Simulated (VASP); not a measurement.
Input of a VASP 6.6.1 run:

Contents of INCAR:

```
ALGO     = Normal         # electronic algorithm
EDIFF    = 1E-6           # SCF threshold, eV
ENCUT    = 520            # plane-wave cutoff, eV
GGA      = PS             # functional
ISIF     = 2              # what is computed and relaxed
ISMEAR   = -1             # smearing method
LASPH    = True           # aspherical terms in the spheres
LCHARG   = False          # write CHGCAR
LDAU     = True           # DFT+U
LDAUJ    = 0 0 0        
LDAUL    = -1 2 -1        # shell
LDAUPRINT= 1            
LDAUTYPE = 2            
LDAUU    = 0 3 0          # U, eV
LMAXMIX  = 4              # l up to which the mixer works
LREAL    = False          # projectors in reciprocal space
LWAVE    = False          # write WAVECAR
NBANDS   = 28             # bands
NELM     = 150            # most SCF steps
PREC     = Accurate       # precision mode
SIGMA    = 0.05           # smearing width, eV
```

The input KPOINTS:

```
k-points
0
Gamma
  7 7 7
```

POSCAR

```
BaTiO3
1.0
    3.9855000000      0.0000000000      0.0000000000
    0.0000000000      2.8369000000      2.8451500000
    0.0000000000     -2.8369000000      2.8451500000
Ba Ti O
1 1 3
Direct
    0.0000000000      0.0000000000      0.0000000000
    0.5000000000      0.5124000000      0.5124000000
    0.5000000000      0.9918400000      0.5052400000
    0.5000000000      0.5052400000      0.9918400000
    0.0000000000      0.4874000000      0.4874000000
```

Potentials or basis: VASP PAW PBE potentials, release 64 (Ba_sv, Ti_sv, O).

Run with:

```sh
$ cat potpaw_PBE.64/Ba_sv/POTCAR potpaw_PBE.64/Ti_sv/POTCAR potpaw_PBE.64/O/POTCAR > POTCAR
$ mpirun -np 1 vasp_std > vasp.out
```

(1) Estimate the pressure.

(2) Predict the band gap on the k mesh.

Answers

(1) 0.3 GPa.

(2) 2.21 eV, indirect (least direct gap 2.37 eV).

Caveat: the PAW data sets were made with another functional, which shifts forces and pressure a little; spin-orbit coupling is left out, which moves the levels of the heavy elements.
